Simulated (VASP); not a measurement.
Wanted: the native input for a VASP 6.6.1 run.

| Property | Result |
| --- | --- |
| Task | single point |
| Functional | r2SCAN |
| Potentials or basis | VASP PAW PBE potentials, release 64 (Zr_sv) |
| Cutoff | 550 eV |
| k mesh | 15 × 15 × 8 |
| Occupations | gaussian, width 0.1 eV |
| Spin | no spin polarisation |
| Dipole correction | no |
| Further INCAR settings | ALGO = Normal; EDIFF = 1e-06; NBANDS = 19 |

Zr:

```
Zr
1.0
     3.31300    0.00000    0.00000
    -1.65650    2.86914    0.00000
     0.00000    0.00000    5.24132
Zr
2
Cartesian
  0.0000 1.9128 1.3103
  1.6565 0.9564 3.9310
```

This cell differs from its parent crystal: volume scaled by 1.06, then relaxed in part.

One way to write it, as run:

POSCAR

```
Zr
1.0
    3.3130002541      0.0000000000      0.0000000000
   -1.6565001270      2.8691423828      0.0000000000
    0.0000000000      0.0000000000      5.2413166393
Zr
2
Direct
    0.3333333333      0.6666666667      0.2500000000
    0.6666666667      0.3333333333      0.7500000000
```

INCAR.step1

```
PREC = Accurate
ENCUT = 550
ISMEAR = 0
SIGMA = 0.1
LREAL = False
LASPH = True
NELM = 120
NBANDS = 19
GGA = PE
ALGO = Normal
EDIFF = 1E-5
LWAVE = True
LCHARG = False
GGA_COMPAT = False
```

INCAR.step2

```
PREC = Accurate
ENCUT = 550
EDIFF = 1E-6
ISMEAR = 0
SIGMA = 0.1
LREAL = False
LASPH = True
NELM = 120
ALGO = Normal
ISIF = 2
LWAVE = False
LCHARG = False
METAGGA = R2SCAN
LMIXTAU = True
NBANDS = 19
ISTART = 1
GGA_COMPAT = False
```

KPOINTS

```
regular mesh
0
Gamma
  15 15 8
```

Potentials or basis: VASP PAW PBE potentials, release 64 (Zr_sv).

Launch:

```console
$ cat potpaw_PBE.64/Zr_sv/POTCAR > POTCAR
$ cp INCAR.step1 INCAR
$ mpirun -np 1 vasp_std > vasp.out
$ cp INCAR.step2 INCAR
$ mpirun -np 1 vasp_std > vasp.out
```

Results of the run:

| Property | Result |
| --- | --- |
| Pressure | -5.1 GPa |
| Band gap on the k mesh | zero (band 12 reaches 9.26 eV, above the bottom of band 13 at 8.02 eV) |

Caveat: the PAW data sets were made with another functional, which shifts forces and pressure a little.

It took 7.2 min on 1 thread of Intel Xeon 6975P-C, on a shared host, peak memory 0.26 GiB.
